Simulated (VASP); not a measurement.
# Cu (Fm-3m) in VASP: a series of runs

Runs on Cu. Level: PBE. Tasks: single point.

All numbers are computed with VASP 6.6.1; they aren't measurements. Logs are shortened: lines on timing, memory, paths and dates and some standing lists are left out, and cuts for length are marked.

### Step 1. The cell of the first run

The structure is cubic, space group Fm-3m (No. 225). Conventional cell: a = 3.667 Å, b = 3.667 Å, c = 3.667 Å, α = 90.00°, β = 90.00°, γ = 90.00°. Within 3.4 Å of Cu (site symmetry m-3m) lie 12 Cu at 2.59 Å.

### Step 2. Single point, PBE

Contents of INCAR:

```
ALGO = Normal ; EDIFF = 1E-6
ENCUT = 600 ; GGA = PE
GGA_COMPAT = F ; ISIF = 2
ISMEAR = -1 ; LASPH = T
LCHARG = T ; LELF = T
LREAL = F ; LVHAR = T
LWAVE = F ; NBANDS = 12
NELM = 120 ; PREC = Accurate
SIGMA = 0.1
```

Contents of KPOINTS:

```
k-points
0
Gamma
  14 14 14
```

Contents of POSCAR:

```
Cu
1.0
    0.0000000000      1.8335000000      1.8335000000
    1.8335000000      0.0000000000      1.8335000000
    1.8335000000      1.8335000000      0.0000000000
Cu
1
Direct
    0.0000000000      0.0000000000      0.0000000000
```

Potentials or basis: VASP PAW PBE potentials, release 64 (Cu).

The run is started by

```console
> cat potpaw_PBE.64/Cu/POTCAR > POTCAR
> mpirun -np 1 vasp_std > vasp.out
```

OUTCAR:

```text
EDIFF = 1E-6
   ENCUT = 600
   GGA = PE
   ISIF = 2
   ISMEAR = -1
   LASPH = T
   LREAL = F
   NELM = 120
   PREC = Accurate

 ion  position               nearest neighbor table
   1  0.000  0.000  0.000-

  LATTYP: Found a face centered cubic cell.
 ALAT       =     3.6670000000

  Lattice vectors:

 A1 = (   0.0000000000,   1.8335000000,   1.8335000000)
 A2 = (   1.8335000000,   0.0000000000,   1.8335000000)
 A3 = (   1.8335000000,   1.8335000000,   0.0000000000)

Analysis of symmetry for initial positions (statically):
=====================================================================
 Subroutine PRICEL returns:
 Original cell was already a primitive cell.

 Routine SETGRP: Setting up the symmetry group for a
 face centered cubic supercell.

 Subroutine GETGRP returns: Found 48 space group operations
 (whereof 48 operations were pure point group operations)
 out of a pool of 48 trial point group operations.

The static configuration has the point symmetry O_h .

Analysis of symmetry for dynamics (positions and initial velocities):
=====================================================================
 Subroutine PRICEL returns:
 Original cell was already a primitive cell.

 Routine SETGRP: Setting up the symmetry group for a
 face centered cubic supercell.

 Subroutine GETGRP returns: Found 48 space group operations
 (whereof 48 operations were pure point group operations)
 out of a pool of 48 trial point group operations.

The dynamic configuration has the point symmetry O_h .

 Subroutine INISYM returns: Found 48 space group operations
 (whereof 48 operations are pure point group operations),
 and found     1 'primitive' translations

----------------------------------------------------------------------------------------

                                     Primitive cell

  volume of cell :      12.3274

  direct lattice vectors                    reciprocal lattice vectors
     0.000000000  1.833500000  1.833500000    -0.272702482  0.272702482  0.272702482
     1.833500000  0.000000000  1.833500000     0.272702482 -0.272702482  0.272702482
     1.833500000  1.833500000  0.000000000     0.272702482  0.272702482 -0.272702482

  length of vectors
     2.592960567  2.592960567  2.592960567     0.472334553  0.472334553  0.472334553

  position of ions in fractional coordinates (direct lattice)
     0.000000000  0.000000000  0.000000000

  ion indices of the primitive-cell ions
   primitive index   ion index
                 1           1

[... 81 lines left out ...]
   PSTRESS=    0.0 pullay stress
   NELECT =      11.0000    total number of electrons
   NUPDOWN=      -1.0000    fix difference up-down
   EMIN   =  10.00;   EMAX   =-10.00  energy-range for DOS
   EFERMI =   0.00;   METHOD = LEGACY
   ISMEAR =    -1;   SIGMA  =   0.10  broadening in eV -4-tet -1-fermi 0-gaus
   EFERMI_NEDOS =   21; number of points for ismear=-14 and -15
   IALGO  =     38    algorithm
   IMIX   =      4    mixing-type and parameters
     AMIX     =   0.40;   BMIX     =  1.00
     AMIX_MAG =   1.60;   BMIX_MAG =  1.00
  volume/ion in A,a.u.               =      12.33        83.19
  Fermi-wavevector in a.u.,A,eV,Ry     =   1.576092  2.978381 33.797756  2.484065
  Thomas-Fermi vector in A             =   2.676977
   LORBIT       =      0    0 simple, 1 ext, 2 COOP (PROOUT), +10 PAW based schemes
   GGA     = PE    functional components
   LHFCALC =     F    Hartree Fock is set to
   AEXX    =    0.0000 exact exchange contribution
   IVDW    =     0    specifies the selected vdW correction
   LEPSILON=     F    determine dielectric tensor
   LRPA    =     F    only Hartree local field effects (RPA)
 non-spin polarized calculation
  energy-cutoff  :      600.00
  volume of cell :       12.33
 maximum number of plane-waves:       424
 NGX is ok and might be reduce to    24
   NGX = 11   NGY = 11   NGZ = 11

 number of electron      11.0000001 magnetization

 Free energy of the ion-electron system (eV)
  ---------------------------------------------------
  ext. energy  EPLUGINS =         0.00000000
  ---------------------------------------------------
  free energy    TOTEN  =        -3.72956483 eV

  energy without entropy =       -3.71930215  energy(sigma->0) =       -3.72443349

 E-fermi :   7.0231     XC(G=0): -12.4794

 val. band max:        6.9185796290   @ k =   0.5000   0.2857   0.1429
 cond. band min:       7.0631599001   @ k =   0.5000   0.2143   0.0714
 fundamental gap:      0.1445802711
 Fermi energy:         7.0231448602

 k-point     1 :       0.0000    0.0000    0.0000
  band No.  band energies     occupation
      1      -1.9638      2.00000
      2       4.1651      2.00000
      3       4.1651      2.00000
      4       4.1651      2.00000
      5       4.9339      2.00000
      6       4.9339      2.00000
      7      29.3158      0.00000
      8      31.6304      0.00000
      9      31.6304      0.00000
     10      31.6304      0.00000
     11      34.0954      0.00000
     12      34.0954      0.00000
[... 331 lines left out ...]
 k-point    24 :       0.2857    0.1429    0.0000
  band No.  band energies     occupation
      1       0.4880      2.00000
      2       3.6866      2.00000
      3       4.3069      2.00000
      4       4.5176      2.00000
      5       4.9604      2.00000
      6       5.1942      2.00000
      7      20.2163      0.00000
      8      25.2782      0.00000
      9      26.7971      0.00000
     10      28.3432      0.00000
     11      32.7107      0.00000
     12      37.6260      0.00000

 [... further k-points ...]

------------------------ aborting loop because EDIFF is reached ----------------------------------------

  FORCE on cell =-STRESS in cart. coord.  units (eV):
  Direction    XX          YY          ZZ          XY          YZ          ZX
  --------------------------------------------------------------------------------------
  -------------------------------------------------------------------------------------
  Total       -0.2592343     -0.2592343     -0.2592343      0.0000000      0.0000000      0.0000000
  in kB      -33.6922754    -33.6922754    -33.6922754      0.0000000      0.0000000      0.0000000
  external PRESSURE =     -33.6922754 kB  Pullay stress =       0.0000000 kB

 VOLUME and BASIS-vectors are now :
 -----------------------------------------------------------------------------
  energy-cutoff  :      600.00
  volume of cell :       12.33
      direct lattice vectors                 reciprocal lattice vectors
     0.000000000  1.833500000  1.833500000    -0.272702482  0.272702482  0.272702482
     1.833500000  0.000000000  1.833500000     0.272702482 -0.272702482  0.272702482
     1.833500000  1.833500000  0.000000000     0.272702482  0.272702482 -0.272702482

 POSITION                                       TOTAL-FORCE (eV/Angst)
 -----------------------------------------------------------------------------------
      0.00000      0.00000      0.00000         0.000000     -0.000000      0.000000
 -----------------------------------------------------------------------------------
    total drift:                               -0.000000      0.000000     -0.000000

  FREE ENERGIE OF THE ION-ELECTRON SYSTEM (eV)
  ---------------------------------------------------
  free  energy   TOTEN  =        -3.7295648276 eV

  energy  without entropy=       -3.7193021462  energy(sigma->0) =       -3.72443349
```

Run time: 11 s. Hardware: 1 thread of Intel Xeon Platinum 8488C (Sapphire Rapids), shared host; peak memory 0.14 GiB.

What came out:

- Free energy: -3.7296 eV
- Pressure: -3.4 GPa

### Step 3. Single point, PBE

Contents of INCAR:

```
SYSTEM = Cu
ALGO = Normal
EDIFF = 1E-6
ENCUT = 600
GGA = PE
GGA_COMPAT = .False.
ISIF = 2
ISMEAR = -1
LASPH = .True.
LCHARG = .False.
LREAL = .False.
LWAVE = .False.
NBANDS = 12
NELM = 120
PREC = Accurate
SIGMA = 0.1
```

Contents of KPOINTS:

```
k-points
0
Gamma
  14 14 14
  0 0 0
```

POSCAR is that of step 2.

Potentials or basis: VASP PAW PBE potentials, release 64 (Cu).

The run is started by

```console
> cat potpaw_PBE.64/Cu/POTCAR > POTCAR
> mpirun -np 1 vasp_std > vasp.out
```

It took 12 s on 1 thread of Intel Xeon Platinum 8488C (Sapphire Rapids), shared host; peak memory 0.15 GiB.

The run converged. Its results:

| Property | Result |
| --- | --- |
| Free energy | -3.7296 eV |
| Pressure | -3.4 GPa |

Levels at points of the mesh, in eV from the Fermi level:
```tsv
k point	band 4	band 5	band 6	band 7	band 8	band 9
(0.00, 0.00, 0.00)	-2.86	-2.09	-2.09	22.29	24.61	24.61
(0.50, 0.00, 0.00)	-1.56	-1.56	-0.84	3.59	20.81	21.45
(0.50, 0.50, 0.00)	-1.42	-1.42	1.57	6.86	12.80	12.80
```
